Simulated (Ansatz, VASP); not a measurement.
W in VASP and in Ansatz

```
W
1.0
     2.83652    0.00000    0.00000
    -1.41826    2.45650    0.00000
     0.00000    0.00000    5.00866
W
2
Direct
  0.33333 0.66667 0.25000
  0.66667 0.33333 0.75000
```

Alike in both runs: functional PBE; k mesh 17 × 17 × 9; occupations fermi-dirac, width 0.05 eV; no spin polarisation.

Ansatz relaxed the structure, and its values are those at the end. VASP's run is a single point on that final structure, the one shown.

|  | VASP | Ansatz |
| --- | --- | --- |
| version | VASP 6.6.1 | Ansatz 0.2.0 |
| potentials or method | VASP PAW PBE potentials, release 64 (W_sv), cutoff 520 eV | all-electron LAPW, non-relativistic |

```csv
,VASP,Ansatz,Ansatz less VASP
pressure (GPa),-13.8,0.0,+13.79
```

Ansatz ran all-electron here, and VASP with PAW potentials.

Neither program's run includes spin-orbit coupling.
